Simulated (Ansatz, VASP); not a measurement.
SiO2 in VASP and in Ansatz

```
Si O
1.0
     4.16670    0.00000    0.00000
     0.00000    4.16670    0.00000
     0.00000    0.00000    2.71779
Si O
2 4
Direct
  0.00000 0.00000 0.00000
  0.50000 0.50000 0.50000
  0.30526 0.30526 0.00000
  0.19474 0.80526 0.50000
  0.69474 0.69474 0.00000
  0.80526 0.19474 0.50000
```

Change from the starting cell: z stretched by +2 %, ions relaxed.

Alike in both runs: functional PBE; k mesh 7 × 7 × 11; occupations fermi-dirac, width 0.02 eV; no spin polarisation.

Ansatz relaxed the structure, and its values are those at the end. VASP's run is a single point on that final structure, the one shown.

|  | VASP | Ansatz |
| --- | --- | --- |
| version | VASP 6.6.1 | Ansatz 0.2.0 |
| potentials or method | VASP PAW PBE potentials, release 64 (Si, O) | plane-wave PAW, scalar-relativistic |
| plane-wave cutoff (eV) | 520 | 420 |
| valence electrons in the cell | 32 | 32 |

```csv
,VASP,Ansatz,Ansatz less VASP
gap on the k mesh at the Fermi level (eV),5.26,5.27,+0.014
pressure (GPa),5.3,5.2,-0.16
rms of the force components (eV/Å),0.002,0.003,+0.0013
```

Ansatz's warnings: stress scf threshold loose.
